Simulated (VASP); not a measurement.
Fe:

```
Fe
1.0
     2.33426    0.00000    0.00000
     0.00000    2.33426    0.00000
     0.00000    0.00000    2.33426
Fe
1
Direct
  0.00000 0.00000 0.00000
```

```yaml
Program: VASP 6.6.1
Task: relaxation of cell and atoms
Functional: r2SCAN
Potentials_or_basis: VASP PAW PBE potentials, release 64 (Fe)
Cutoff: 600 eV
k_mesh: 13 × 13 × 13
Occupations: fermi-dirac, width 0.1 eV
Spin: no spin polarisation
```

At the start: pressure -21.5 GPa; volume 12.72 Å³/atom.

Problem. How do energy, volume and symmetry change on relaxing?

Solution. Over 4 steps the energy falls by 110.4 meV/atom and the volume is 11.25 Å³/atom (-11.6 %); space group Pm-3m (No. 221, to 0.05 Å).

Step by step:
```csv
step,energy change (eV),largest force (eV/Å),pressure (GPa),volume (Å³)
1,0.0000,0.0000,-21.46,12.72
2,0.0506,0.0000,41.38,9.83
3,-0.1103,0.0000,-0.83,11.28
4,-0.1104,0.0000,-0.09,11.25
```

Final structure:
```
Fe
1.0
     2.24059    0.00000    0.00000
     0.00000    2.24059    0.00000
     0.00000    0.00000    2.24059
Fe
1
Direct
  0.00000 0.00000 0.00000
```

Caveat: the PAW data sets were made with another functional, which shifts forces and pressure a little; the run has no spin polarisation, though such a crystal can be magnetic.
